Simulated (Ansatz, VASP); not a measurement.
# CaO: VASP beside Ansatz

The input INCAR:

```
ALGO     = Normal         # electronic algorithm
EDIFF    = 1E-6           # SCF threshold, eV
ENCUT    = 520            # plane-wave cutoff, eV
GGA      = PE             # functional
ISIF     = 2              # what is computed and relaxed
ISMEAR   = -1             # smearing method
LASPH    = T              # aspherical terms in the spheres
LCHARG   = F              # write CHGCAR
LREAL    = F              # projectors in reciprocal space
LWAVE    = F              # write WAVECAR
NBANDS   = 15             # bands
NELM     = 60             # most SCF steps
PREC     = Accurate       # precision mode
SIGMA    = 0.02           # smearing width, eV
```

The input KPOINTS:

```
k-points
0
Gamma
  8 8 8
```

POSCAR

```
CaO
1.0
    2.9032089656      0.0000000000      0.0000000000
    0.0000000000      2.9032089656      0.0000000000
    0.0000000000      0.0000000000      2.9032089656
Ca O
1 1
Direct
    0.0000000000      0.0000000000      0.0000000000
    0.5000000000      0.5000000000      0.5000000000
```

Input for Ansatz:

```yaml
crystal:
  lattice:
    - [2.9032089656, 0.0, 0.0]
    - [0.0, 2.9032089656, 0.0]
    - [0.0, 0.0, 2.9032089656]
  atoms:
    - { symbol: Ca, position: [0.0, 0.0, 0.0] }
    - { symbol: O, position: [0.5, 0.5, 0.5] }
kpoints:
  mp_grid: { grid: [8, 8, 8] }
  band_path:
    path:
      - [[0.0, 0.0, 0.0], [9.836639219572e-51, 0.5, -3.911756889037e-69], [0.5, 0.5, 5.528164315178e-35], [0.0, 0.0, 0.0], [0.5, 0.5, 0.5], [9.836639219572e-51, 0.5, -3.911756889037e-69]]
      - [[0.5, 0.5, 0.5], [0.5, 0.5, 5.528164315178e-35]]
    npoints: 10
hamiltonian:
  xc: pbe
scf:
  occupations: { method: fermi_dirac, width: 0.02 }
  n_extra_bands: 4
output:
  forces: true
  stress: true
  eigenvalues: true
```

Alike in both runs: task single point; functional PBE; k mesh 8 × 8 × 8; occupations fermi-dirac, width 0.02 eV; no spin polarisation.

|  | VASP | Ansatz |
| --- | --- | --- |
| version | VASP 6.6.1 | Ansatz 0.2.0 |
| potentials or method | VASP PAW PBE potentials, release 64 (Ca_sv, O) | plane waves, PAW |
| plane-wave cutoff (eV) | 520 | 420 |
| valence electrons in the cell | 16 | 16 |

Ansatz gave:

```
gap on the k mesh at the Fermi level (eV) : 2.77
pressure (GPa)                            : 3.6
```

Problem. Estimate VASP's values.

Solution. gap on the k mesh at the Fermi level (eV): 2.76; pressure (GPa): 4.3.
